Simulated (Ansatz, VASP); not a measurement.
AgB in VASP and in Ansatz

```
Ag B
1.0
     3.20579    0.00000    0.00000
    -1.60289    2.77629    0.00000
     0.00000    0.00000    2.88797
Ag B
1 1
Direct
  0.33333 0.66667 0.50000
  0.00000 0.00000 0.00000
```

Alike in both runs: functional PBE; k mesh 6 × 6 × 4; occupations gaussian, width 0.1 eV; no spin polarisation.

Ansatz relaxed the structure, and its values are those at the end. VASP's run is a single point on that final structure, the one shown.

|  | VASP | Ansatz |
| --- | --- | --- |
| version | VASP 6.6.1 | Ansatz 0.2.0 |
| potentials or method | VASP PAW PBE potentials, release 64 (Ag, B), cutoff 520 eV | scalar-relativistic, plane waves, PAW |
| valence electrons in the cell | 14 | 22 |

```tsv
	VASP	Ansatz	Ansatz less VASP
gap on the k mesh at the Fermi level (eV)	none	none	-
pressure (GPa)	0.0	0.0	+0.06
```

A gap of «none» marks a metal or a gap that the smearing closes. VASP's potentials hold 14 valence electrons a cell and Ansatz's 22, so a difference there can come from the potentials and not from the codes.

The k mesh is coarse, so the values compare programs but aren't converged.
